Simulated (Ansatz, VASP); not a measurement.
**Ga2Ge2O3 in VASP and in Ansatz**

```
CELL_PARAMETERS angstrom
3.05393 -0.01231 -0.02173
-1.51741 2.65927 0.01087
-0.16472 -0.08615 14.26527
ATOMIC_POSITIONS crystal
Ga 0.19888 0.06034 0.10326
Ga 0.51506 0.72354 0.88704
Ge 0.52177 0.86053 0.44638
Ge 0.86321 0.51443 0.60547
O 0.87111 0.39607 0.15096
O 0.84209 0.38783 0.83166
O 0.18789 0.05727 0.97523
```

Change from the starting cell: cell x1, atoms moved at random (sigma 0.15 Å) and cell strained at random (1.5 %), then relaxed without symmetry.

Alike in both runs: functional PBE; k mesh 8 × 8 × 2; occupations gaussian, width 0.2 eV; no spin polarisation.

Ansatz relaxed the structure, and its values are those at the end. VASP's run is a single point on that final structure, the one shown.

|  | VASP | Ansatz |
| --- | --- | --- |
| version | VASP 6.6.1 | Ansatz 0.2.0 |
| potentials or method | VASP PAW PBE potentials, release 64 (Ga_d, Ge_d, O), cutoff 520 eV | scalar-relativistic, plane waves, PAW |
| valence electrons in the cell | 72 | 72 |

Ansatz gave:

```
gap on the k mesh at the Fermi level (eV) : none
pressure (GPa)                            : -0.1
rms of the force components (eV/Å)        : 0.005
```

Q: Estimate VASP's values.

A: gap on the k mesh at the Fermi level (eV): none; pressure (GPa): 0.2; rms of the force components (eV/Å): 0.016.

A gap of «none» marks a metal or a gap that the smearing closes.
